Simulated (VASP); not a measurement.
# SnBiO2 (P6/mmm) in VASP: notebook

The runs below take SnBiO2 through single point, relaxation of cell and atoms, with PBE.

Everything below comes from runs of VASP 6.6.1. Logs are shortened: lines on timing, memory, paths and dates and some standing lists are left out, and cuts for length are marked.

## 1. The cell of the first run

Symmetry: P6/mmm, No. 191, hexagonal system. The conventional cell has a = 4.538 Å, b = 4.538 Å, c = 4.833 Å, α = 90.00°, β = 90.00°, γ = 120.00°. Within 3.2 Å of Sn (site symmetry 6/mmm) lie 2 Bi at 2.42 Å. Bi (site symmetry 6/mmm) has 2 Sn at 2.42 Å and 6 O at 2.62 Å within 3.2 Å. O (site symmetry -6m2) has 3 Bi at 2.62 Å and 3 O at 2.62 Å and 6 Sn at 3.56 Å within 3.6 Å.

The cell was built from a structure type or drawn by symmetry, and may not be a known phase.

## 2. Single point, PBE

INCAR

```
PREC     = Accurate       # precision mode
ENCUT    = 520            # plane-wave cutoff, eV
EDIFF    = 1E-7           # SCF threshold, eV
ISMEAR   = 0              # smearing method
SIGMA    = 0.1            # smearing width, eV
LREAL    = False          # projectors in reciprocal space
LASPH    = True           # aspherical terms in the spheres
NELM     = 60             # most SCF steps
ALGO     = Normal         # electronic algorithm
ISIF     = 2              # what is computed and relaxed
LWAVE    = False          # write WAVECAR
LCHARG   = False          # write CHGCAR
GGA      = PE             # functional
NBANDS   = 28             # bands
```

KPOINTS

```
Automatic mesh
0
Gamma
  6 6 4
```

POSCAR

```
SnBiO2
1.0
    4.5383750400      0.0000000000      0.0000000000
   -2.2691875200      3.9303480800      0.0000000000
    0.0000000000      0.0000000000      4.8330574400
Sn Bi O
1 1 2
Direct
    0.0000000000      0.0000000000      0.5000000000
    0.0000000000      0.0000000000      0.0000000000
    0.3333333300      0.6666666700      0.0000000000
    0.6666666700      0.3333333300      0.0000000000
```

Potentials or basis: VASP PAW PBE potentials, release 64 (Sn_d, Bi_d, O).

Launch:

```bash
> cat potpaw_PBE.64/Sn_d/POTCAR potpaw_PBE.64/Bi_d/POTCAR potpaw_PBE.64/O/POTCAR > POTCAR
> mpirun -np 1 vasp_std > vasp.out
```

OUTCAR:

```text
PREC = Accurate
   ENCUT = 520
   EDIFF = 1E-7
   ISMEAR = 0
   LREAL = False
   LASPH = True
   NELM = 60
   ISIF = 2
   GGA = PE

 ion  position               nearest neighbor table
   1  0.000  0.000  0.500-   2 2.42   2 2.42
   2  0.000  0.000  0.000-   1 2.42   1 2.42   4 2.62   3 2.62   4 2.62   3 2.62   4 2.62   3 2.62

   3  0.333  0.667  0.000-   2 2.62   2 2.62   2 2.62
   4  0.667  0.333  0.000-   2 2.62   2 2.62   2 2.62

  LATTYP: Found a hexagonal cell.
 ALAT       =     4.5383750400
 C/A-ratio  =     1.0649312579

  Lattice vectors:

 A1 = (   4.5383750400,   0.0000000000,   0.0000000000)
 A2 = (  -2.2691875200,   3.9303480800,   0.0000000000)
 A3 = (   0.0000000000,   0.0000000000,   4.8330574400)

Analysis of symmetry for initial positions (statically):
=====================================================================
 Subroutine PRICEL returns:
 Original cell was already a primitive cell.

 Routine SETGRP: Setting up the symmetry group for a
 hexagonal supercell.

 Subroutine GETGRP returns: Found 24 space group operations
 (whereof 24 operations were pure point group operations)
 out of a pool of 24 trial point group operations.

The static configuration has the point symmetry D_6h.

Analysis of symmetry for dynamics (positions and initial velocities):
=====================================================================
 Subroutine PRICEL returns:
 Original cell was already a primitive cell.

 Routine SETGRP: Setting up the symmetry group for a
 hexagonal supercell.

 Subroutine GETGRP returns: Found 24 space group operations
 (whereof 24 operations were pure point group operations)
 out of a pool of 24 trial point group operations.

The dynamic configuration has the point symmetry D_6h.

 Subroutine INISYM returns: Found 24 space group operations
 (whereof 24 operations are pure point group operations),
 and found     1 'primitive' translations

----------------------------------------------------------------------------------------

                                     Primitive cell

  volume of cell :      86.2091

  direct lattice vectors                    reciprocal lattice vectors
     4.538375040  0.000000000  0.000000000     0.220343183  0.127215196  0.000000000
    -2.269187520  3.930348080  0.000000000     0.000000000  0.254430391  0.000000000
     0.000000000  0.000000000  4.833057440     0.000000000  0.000000000  0.206908362

  length of vectors
     4.538375040  4.538375043  4.833057440     0.254430391  0.254430391  0.206908362

  position of ions in fractional coordinates (direct lattice)
     0.000000000  0.000000000  0.500000000
     0.000000000  0.000000000  0.000000000
     0.333333330  0.666666670  0.000000000
     0.666666670  0.333333330  0.000000000

  ion indices of the primitive-cell ions
   primitive index   ion index
                 1           1
                 2           2
                 3           3
                 4           4

----------------------------------------------------------------------------------------

 KPOINTS: Automatic mesh

Automatic generation of k-mesh.
 Grid dimensions read from file:
 generate k-points for:    6    6    4

 Generating k-lattice:

  Cartesian coordinates                     Fractional coordinates (reciprocal lattice)
     0.036723864  0.021202533  0.000000000     0.166666667  0.000000000  0.000000000
     0.000000000  0.042405065  0.000000000     0.000000000  0.166666667  0.000000000
     0.000000000  0.000000000  0.051727091     0.000000000  0.000000000  0.250000000

  Length of vectors
     0.042405065  0.042405065  0.051727091

  Shift w.r.t. Gamma in fractional coordinates (k-lattice)
     0.000000000  0.000000000  0.000000000

 Subroutine IBZKPT returns following result:
 ===========================================

 Found     21 irreducible k-points:

 Following reciprocal coordinates:
            Coordinates               Weight
  0.000000  0.000000  0.000000      1.000000
  0.166667  0.000000  0.000000      6.000000
  0.333333  0.000000  0.000000      6.000000
  0.500000 -0.000000  0.000000      3.000000
  0.166667  0.166667  0.000000      6.000000
  0.333333  0.166667  0.000000     12.000000
[... 13 lines left out ...]
  0.333333  0.166667  0.500000     12.000000
  0.333333  0.333333  0.500000      2.000000
   k-points           NKPTS =     21   k-points in BZ     NKDIM =     21   number of bands    NBANDS=     28
   number of dos      NEDOS =    301   number of ions     NIONS =      4
   total plane-waves  NPLWV =  46656
   dimension x,y,z NGX =    36 NGY =   36 NGZ =   36
   dimension x,y,z NGXF=    72 NGYF=   72 NGZF=   72
   ions per type =               1   1   2
   NGX,Y,Z   is equivalent  to a cutoff of  13.19, 13.19, 12.38 a.u.
   NGXF,Y,Z  is equivalent  to a cutoff of  26.37, 26.37, 24.77 a.u.
 SYSTEM =  unknown system
   PREC   = accura    normal or accurate (medium, high low for compatibility)
   ISTART =      0    job   : 0-new  1-cont  2-samecut
   ICHARG =      2    charge: 1-file 2-atom 10-const
   ISPIN  =      1    spin polarized calculation?
   LNONCOLLINEAR =      F non collinear calculations
   LSORBIT =      F    spin-orbit coupling
   LASPH  =      T    aspherical Exc in radial PAW
   ENCUT  =  520.0 eV  38.22 Ry    6.18 a.u.   8.44  8.44  8.99*2*pi/ulx,y,z
   NELM   =     60;   NELMIN=  2; NELMDL= -5     # of ELM steps
   EDIFF  = 0.1E-06   stopping-criterion for ELM
   LREAL  =      F    real-space projection
   EDIFFG = 0.1E-05   stopping-criterion for IOM
   NSW    =      0    number of steps for IOM
   IBRION =     -1    ionic relax: 0-MD 1-quasi-New 2-CG
   NFREE  =      0    steps in history (QN), initial steepest desc. (CG)
   ISIF   =      2    stress and relaxation
   ISYM   =      2    0-nonsym 1-usesym 2-fastsym
   POTIM  = 0.5000    time-step for ionic-motion
   TEBEG  =    0.0;   TEEND  =   0.0 temperature during run
   PSTRESS=    0.0 pullay stress
   NELECT =      41.0000    total number of electrons
   NUPDOWN=      -1.0000    fix difference up-down
   EMIN   =  10.00;   EMAX   =-10.00  energy-range for DOS
   EFERMI =   0.00;   METHOD = LEGACY
   ISMEAR =     0;   SIGMA  =   0.10  broadening in eV -4-tet -1-fermi 0-gaus
   EFERMI_NEDOS =   21; number of points for ismear=-14 and -15
   IALGO  =     38    algorithm
   IMIX   =      4    mixing-type and parameters
     AMIX     =   0.40;   BMIX     =  1.00
     AMIX_MAG =   1.60;   BMIX_MAG =  1.00
  volume/ion in A,a.u.               =      21.55       145.44
  Fermi-wavevector in a.u.,A,eV,Ry     =   1.277865  2.414815 22.217486  1.632939
  Thomas-Fermi vector in A             =   2.410440
   LORBIT       =      0    0 simple, 1 ext, 2 COOP (PROOUT), +10 PAW based schemes
   GGA     = PE    functional components
   LHFCALC =     F    Hartree Fock is set to
   AEXX    =    0.0000 exact exchange contribution
   IVDW    =     0    specifies the selected vdW correction
   LEPSILON=     F    determine dielectric tensor
   LRPA    =     F    only Hartree local field effects (RPA)
 non-spin polarized calculation
 Gauss-broadening in eV      SIGMA  =   0.10
  energy-cutoff  :      520.00
  volume of cell :       86.21
 maximum number of plane-waves:      2358
 NGX is ok and might be reduce to    36
   NGX = 17   NGY = 17   NGZ = 17

 number of electron      41.0000001 magnetization

 Free energy of the ion-electron system (eV)
  ---------------------------------------------------
  ext. energy  EPLUGINS =         0.00000000
  ---------------------------------------------------
  free energy    TOTEN  =       -13.36176813 eV

  energy without entropy =      -13.33225681  energy(sigma->0) =      -13.34701247

 E-fermi :   4.6625     XC(G=0):  -9.5034

 val. band max:        4.6595993396   @ k =   0.3333   0.0000   0.2500
 cond. band min:       4.6854800169   @ k =   0.3333   0.1667   0.2500
 fundamental gap:      0.0258806774
 Fermi energy:         4.6625019513

 k-point     1 :       0.0000    0.0000    0.0000
  band No.  band energies     occupation
      1     -20.2054      2.00000
      2     -19.1406      2.00000
      3     -19.1406      2.00000
      4     -18.5243      2.00000
      5     -18.5243      2.00000
      6     -18.0570      2.00000
[... 20 lines left out ...]
     27      13.2310      0.00000
     28      13.2310      0.00000

 k-point     2 :       0.1667    0.0000    0.0000
  band No.  band energies     occupation
      1     -20.2046      2.00000
      2     -19.1417      2.00000
      3     -19.1409      2.00000
      4     -18.5287      2.00000
      5     -18.5214      2.00000
      6     -18.0570      2.00000
[... 20 lines left out ...]
     27      12.7028      0.00000
     28      13.5870      0.00000

 k-point     3 :       0.3333    0.0000    0.0000
  band No.  band energies     occupation
      1     -20.2031      2.00000
      2     -19.1438      2.00000
      3     -19.1414      2.00000
      4     -18.5374      2.00000
      5     -18.5156      2.00000
      6     -18.0570      2.00000
[... 20 lines left out ...]
     27      13.0584      0.00000
     28      13.2265      0.00000

 k-point     4 :       0.5000   -0.0000    0.0000
  band No.  band energies     occupation
      1     -20.2025      2.00000
      2     -19.1449      2.00000
      3     -19.1417      2.00000
      4     -18.5419      2.00000
      5     -18.5127      2.00000
      6     -18.0570      2.00000
[... 485 lines left out ...]
     27      12.4081      0.00000
     28      13.0239      0.00000

 k-point    20 :       0.3333    0.1667    0.5000
  band No.  band energies     occupation
      1     -19.2433      2.00000
      2     -18.8763      2.00000
      3     -18.8745      2.00000
      4     -18.5274      2.00000
      5     -18.5088      2.00000
      6     -18.5084      2.00000
[... 20 lines left out ...]
     27      12.3610      0.00000
     28      14.2839      0.00000

 k-point    21 :       0.3333    0.3333    0.5000
  band No.  band energies     occupation
      1     -19.2420      2.00000
      2     -18.8757      2.00000
      3     -18.8757      2.00000
      4     -18.5184      2.00000
      5     -18.5184      2.00000
      6     -18.5085      2.00000
[... 20 lines left out ...]
     27      13.8045      0.00000
     28      13.8045      0.00000

------------------------ aborting loop because EDIFF is reached ----------------------------------------

  FORCE on cell =-STRESS in cart. coord.  units (eV):
  Direction    XX          YY          ZZ          XY          YZ          ZX
  --------------------------------------------------------------------------------------
  -------------------------------------------------------------------------------------
  Total       -7.6315331     -7.6315331     28.3591485      0.0000000      0.0000000      0.0000000
  in kB     -141.8302994   -141.8302997    527.0483002      0.0000000      0.0000000      0.0000000
  external PRESSURE =      81.1292337 kB  Pullay stress =       0.0000000 kB

 VOLUME and BASIS-vectors are now :
 -----------------------------------------------------------------------------
  energy-cutoff  :      520.00
  volume of cell :       86.21
      direct lattice vectors                 reciprocal lattice vectors
     4.538375040  0.000000000  0.000000000     0.220343183  0.127215196  0.000000000
    -2.269187520  3.930348080  0.000000000     0.000000000  0.254430391  0.000000000
     0.000000000  0.000000000  4.833057440     0.000000000  0.000000000  0.206908362

 POSITION                                       TOTAL-FORCE (eV/Angst)
 -----------------------------------------------------------------------------------
      0.00000      0.00000      2.41653        -0.000000      0.000000      0.000000
      0.00000      0.00000      0.00000        -0.000000      0.000000      0.000000
     -0.00000      2.62023      0.00000         0.000000      0.000000     -0.000000
      2.26919      1.31012      0.00000        -0.000000     -0.000000      0.000000
 -----------------------------------------------------------------------------------
    total drift:                               -0.000000      0.000000     -0.000000

  FREE ENERGIE OF THE ION-ELECTRON SYSTEM (eV)
  ---------------------------------------------------
  free  energy   TOTEN  =       -13.3617681272 eV

  energy  without entropy=      -13.3322568069  energy(sigma->0) =      -13.34701247
```

It took 71 s on 1 thread of Intel Xeon Platinum 8375C at 2.90GHz (Ice Lake), shared host; peak memory 0.23 GiB.

What came out:

```
Free energy            : -13.3618 eV
Pressure               : 8.1 GPa
Band gap on the k mesh : zero (an odd number of electrons rules out a gap without spin polarisation)
```

Stress tensor (GPa, compression positive):
```
-14.18   0.00   0.00
  0.00 -14.18   0.00
  0.00   0.00  52.70
```

Caveat: the cell stands under pressure; spin-orbit coupling is left out, which moves the levels of the heavy elements; an odd number of electrons without spin polarisation forces a metal; a magnetic or distorted state may lie lower.

(Continued in part 2 of 3.)
